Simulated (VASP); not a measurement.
Mg3Sb2: relaxation of shape and atoms at fixed volume with r2SCAN

Mg3Sb2:

```xyz
5
Lattice="4.4785 0.0000 0.0000 -2.2392 3.8785 0.0000 0.0000 0.0000 7.0844" Properties=species:S:1:pos:R:3 pbc="T T T"
Mg    0.0000    2.5857    4.4882
Mg    2.2392    1.2928    2.5962
Mg    0.0000    0.0000    0.0000
Sb    0.0000    2.5857    1.6090
Sb    2.2392    1.2928    5.4753
```

* Program: VASP 6.6.1
* Task: relaxation of shape and atoms at fixed volume
* Functional: r2SCAN
* Potentials or basis: VASP PAW PBE potentials, release 64 (Mg, Sb)
* Cutoff: 660 eV
* k mesh: 6 × 6 × 4
* Occupations: gaussian, width 0.02 eV
* Spin: no spin polarisation
* Dipole correction: no
* Further INCAR settings: ALGO = Normal; EDIFF = 1e-07; IBRION = 2; EDIFFG = -0.01; NSW = 50; ISIF = 4

The energy gained by relaxing is 0.3 meV/atom. The ionic steps are 5. The pressure after relaxing is 3.2 GPa. The largest force after relaxing is 0.010 eV/Å. The band gap on the k mesh is 0.46 eV (least direct gap 1.76 eV).

Forces in eV/Å, atoms in the order of the input:
```
Mg   0.000  0.000 -0.010
Mg   0.000  0.000  0.010
Mg   0.000  0.000  0.000
Sb   0.000  0.000  0.001
Sb   0.000  0.000 -0.001
```

The path:
```csv
step,energy change (eV),largest force (eV/Å),pressure (GPa),volume (Å³)
1,0.0000,0.0997,3.35,123.05
2,-0.0009,0.0646,3.31,123.05
3,-0.0013,0.0320,3.21,123.05
4,-0.0015,0.0101,3.24,123.05
5,-0.0015,0.0099,3.24,123.05
```

Final structure:
```
CELL_PARAMETERS angstrom
4.48283 0.00000 0.00000
-2.24142 3.88225 0.00000
0.00000 0.00000 7.07064
ATOMIC_POSITIONS crystal
Mg 0.33333 0.66667 0.63318
Mg 0.66667 0.33333 0.36682
Mg 0.00000 0.00000 0.00000
Sb 0.33333 0.66667 0.22521
Sb 0.66667 0.33333 0.77479
```

Levels at points of the mesh, in eV from the valence-band top:
```
           k point  band 5  band 6  band 7  band 8  band 9  band 10  band 11  band 12
(0.00, 0.00, 0.00)   -1.31   -0.51   -0.51    0.00    1.80     2.08     3.37     3.37
(0.50, 0.00, 0.00)   -3.61   -2.63   -2.40   -1.06    0.69     2.44     2.49     3.07
(0.00, 0.00, 0.50)   -0.93   -0.93   -0.91   -0.91    2.29     2.62     2.99     2.99
(0.50, 0.00, 0.50)   -2.15   -1.88   -1.80   -1.74    0.93     1.59     2.15     2.43
```

Wall time 11 min on 1 thread of AMD EPYC 9R45 96-Core Processor (Zen 5) (shared host), peak memory 0.32 GiB.

Caveat: semilocal functionals underestimate gaps, and a narrow one can read as zero; the PAW data sets were made with another functional, which shifts forces and pressure a little; spin-orbit coupling is left out, which moves the levels of the heavy elements. A k mesh can miss the band edges.
